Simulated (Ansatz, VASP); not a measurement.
# Mo: VASP beside Ansatz

```
Mo
1.0
    -1.57100    1.57100    1.57100
     1.57100   -1.57100    1.57100
     1.57100    1.57100   -1.57100
Mo
1
Direct
  0.00000 0.00000 0.00000
```

Alike in both runs: task electric field gradients; functional PBE; k mesh 16 × 16 × 16; occupations fermi-dirac, width 0.05 eV; no spin polarisation.

|  | VASP | Ansatz |
| --- | --- | --- |
| version | VASP 6.6.1 | Ansatz 0.2.0 |
| potentials or method | VASP PAW PBE potentials, release 64 (Mo_sv), cutoff 520 eV | all-electron PAW with datasets made for the crystal, scalar-relativistic |

```tsv
	VASP	Ansatz	Ansatz less VASP
pressure (GPa)	5.2	4.6	-0.56
```

Ansatz ran all-electron here, and VASP with PAW potentials. Ansatz's warnings: printed levels off.
